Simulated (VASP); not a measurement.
NaCl:

```
Na Cl
1.0
     3.60208    0.00000    0.00000
     0.00000    3.60208    0.00000
     0.00000    0.00000    3.60208
Na Cl
1 1
Direct
  0.00000 0.00000 0.00000
  0.50000 0.50000 0.50000
```

This cell differs from its parent crystal: strain +4.1%.

Base run:

```yaml
Program: VASP 6.6.1
Functional: r2SCAN
Potentials_or_basis: VASP PAW PBE potentials, release 64 (Na_pv, Cl)
Cutoff: 520 eV
k_mesh: 8 × 8 × 8
Occupations: gaussian, width 0.01 eV
Spin: no spin polarisation
```

Its results: band gap on the k mesh 4.53 eV, indirect (least direct gap 4.97 eV); pressure -2.8 GPa.

The run is repeated on the same cell with these changes: functional from r2SCAN to PBE; occupations from gaussian, width 0.01 eV to fermi-dirac, width 0.02 eV. What comes out?

Band gap on the k mesh 3.72 eV, indirect (least direct gap 4.14 eV); pressure -1.8 GPa.

Caveats: the PAW data sets were made with another functional, which shifts forces and pressure a little (some runs).

A k mesh can miss the band edges.
